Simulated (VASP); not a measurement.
GePt:

```
Ge Pt
1.0
     5.71900    0.00000    0.00000
     0.00000    3.69700    0.00000
     0.00000    0.00000    6.08400
Ge Pt
4 4
Direct
  0.18500 0.25000 0.59000
  0.31500 0.75000 0.09000
  0.68500 0.25000 0.91000
  0.81500 0.75000 0.41000
  0.99950 0.25000 0.19080
  0.50050 0.75000 0.69080
  0.49950 0.25000 0.30920
  0.00050 0.75000 0.80920
```

| Property | Result |
| --- | --- |
| Program | VASP 6.6.1 |
| Task | relaxation of cell and atoms |
| Functional | PBE |
| Potentials or basis | VASP PAW PBE potentials, release 64 (Ge_d, Pt) |
| Cutoff | 600 eV |
| k mesh | 5 × 8 × 5 |
| Occupations | fermi-dirac, width 0.1 eV |
| Spin | no spin polarisation |

At the start: pressure 8.4 GPa; volume 16.08 Å³/atom.

Question: Where does the relaxation end?

Answer: Over 12 steps the energy falls by 19.9 meV/atom and the volume is 16.89 Å³/atom (+5.0 %); space group Pnma (No. 62, to 0.1 Å) before and after.

Step by step:
```csv
step,energy change (eV),largest force (eV/Å),pressure (GPa),volume (Å³)
1,0.0000,0.0958,8.41,128.63
2,0.1716,0.2773,-9.44,145.00
3,-0.1550,0.0837,-0.15,134.93
4,-0.1551,0.0809,0.00,134.80
5,-0.1574,0.0644,0.03,134.86
6,-0.1582,0.0489,0.05,134.90
7,-0.1590,0.0242,-0.05,135.02
8,-0.1592,0.0251,-0.11,135.11
9,-0.1592,0.0283,-0.14,135.15
10,-0.1593,0.0204,0.25,134.87
11,-0.1594,0.0186,0.08,134.99
12,-0.1596,0.0022,-0.01,135.08
```

Final structure:
```
Ge Pt
1.0
     5.81403    0.00000    0.00000
     0.00000    3.76561    0.00000
     0.00000    0.00000    6.17011
Ge Pt
4 4
Cartesian
  1.0842 0.9414 3.6334
  1.8229 2.8242 0.5484
  3.9912 0.9414 5.6217
  4.7299 2.8242 2.5367
  5.8024 0.9414 1.1878
  2.9187 2.8242 4.2728
  2.8954 0.9414 1.8973
  0.0116 2.8242 4.9823
```
